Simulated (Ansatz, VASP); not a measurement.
**GeSe in VASP and in Ansatz**

File POSCAR:

```
GeSe
1.0
   11.2394027221      0.0000000000      0.0000000000
    0.0000000000      3.7939968499      0.0000000000
    0.0000000000      0.0000000000      4.5269108742
Ge Se
4 4
Direct
    0.1288850860      0.2500000000      0.1131771544
    0.8711149140      0.7500000000      0.8868228456
    0.3711149140      0.7500000000      0.6131771544
    0.6288850860      0.2500000000      0.3868228456
    0.8505656922      0.2500000000      0.5113145800
    0.1494343078      0.7500000000      0.4886854200
    0.6494343078      0.7500000000      0.0113145800
    0.3505656922      0.2500000000      0.9886854200
```

The input INCAR.step1:

```
ALGO = Normal
EDIFF = 1E-5
ENCUT = 550
GGA = PE
GGA_COMPAT = False
ISMEAR = 0
LASPH = True
LCHARG = False
LREAL = False
LWAVE = True
NBANDS = 50
NELM = 120
PREC = Accurate
SIGMA = 0.01
```

INCAR.step2

```
ALGO = Normal
EDIFF = 1E-6
ENCUT = 550
GGA_COMPAT = False
ISIF = 2
ISMEAR = 0
ISTART = 1
LASPH = True
LCHARG = True
LELF = True
LMIXTAU = True
LREAL = False
LVHAR = True
LWAVE = False
METAGGA = R2SCAN
NBANDS = 50
NELM = 120
PREC = Accurate
SIGMA = 0.01
```

File KPOINTS:

```
k-points
0
Gamma
  2 6 6
```

Input for Ansatz:

```yaml
crystal:
  lattice:
    - [11.2394027221, 0.0, 0.0]
    - [0.0, 3.7939968499, 0.0]
    - [0.0, 0.0, 4.5269108742]
  atoms:
    - { symbol: Ge, position: [0.128885086, 0.25, 0.1131771544] }
    - { symbol: Ge, position: [0.871114914, 0.75, 0.8868228456] }
    - { symbol: Ge, position: [0.371114914, 0.75, 0.6131771544] }
    - { symbol: Ge, position: [0.628885086, 0.25, 0.3868228456] }
    - { symbol: Se, position: [0.8505656922, 0.25, 0.51131458] }
    - { symbol: Se, position: [0.1494343078, 0.75, 0.48868542] }
    - { symbol: Se, position: [0.6494343078, 0.75, 0.01131458] }
    - { symbol: Se, position: [0.3505656922, 0.25, 0.98868542] }
kpoints:
  mp_grid: { grid: [2, 6, 6] }
  band_path:
    path:
      - [0.0, 0.0, 0.0]
      - [0.5, 0.0, 0.0]
      - [0.5, 0.5, 0.0]
      - [0.0, 0.5, 0.0]
      - [0.0, 0.0, 0.5]
      - [0.5, 0.0, 0.5]
      - [0.5, 0.5, 0.5]
      - [0.0, 0.5, 0.5]
    npoints: 1
hamiltonian:
  xc: r2scan
scf:
  occupations: { method: fixed }
  n_extra_bands: 6
output:
  forces: true
  stress: true
  eigenvalues: true
```

Change from the starting cell: uniaxial_z strain -3.0%.

Alike in both runs: task single point; functional r2SCAN; k mesh 2 × 6 × 6; no spin polarisation.

|  | VASP | Ansatz |
| --- | --- | --- |
| version | VASP 6.6.1 | Ansatz 0.2.0 |
| potentials or method | VASP PAW PBE potentials, release 64 (Ge_d, Se) | plane waves, PAW |
| plane-wave cutoff (eV) | 550 | 500 |
| occupations | gaussian, width 0.01 eV | fixed |
| valence electrons in the cell | 80 | 120 |

```csv
,VASP,Ansatz,Ansatz less VASP
gap on the k mesh at the Fermi level (eV),0.95,0.95,+0.003
pressure (GPa),0.8,0.8,-0.02
"traceless stress, the component that is largest in VASP (GPa)",-0.57,-0.58,-0.009
rms of the force components (eV/Å),0.007,0.000,-0.0065
```

VASP's potentials were made for PBE, not for r2SCAN. Atom by atom the forces differ by 0.007 eV/Å (rms over components). VASP's potentials hold 80 valence electrons a cell and Ansatz's 120, so a difference there can come from the potentials and not from the codes.
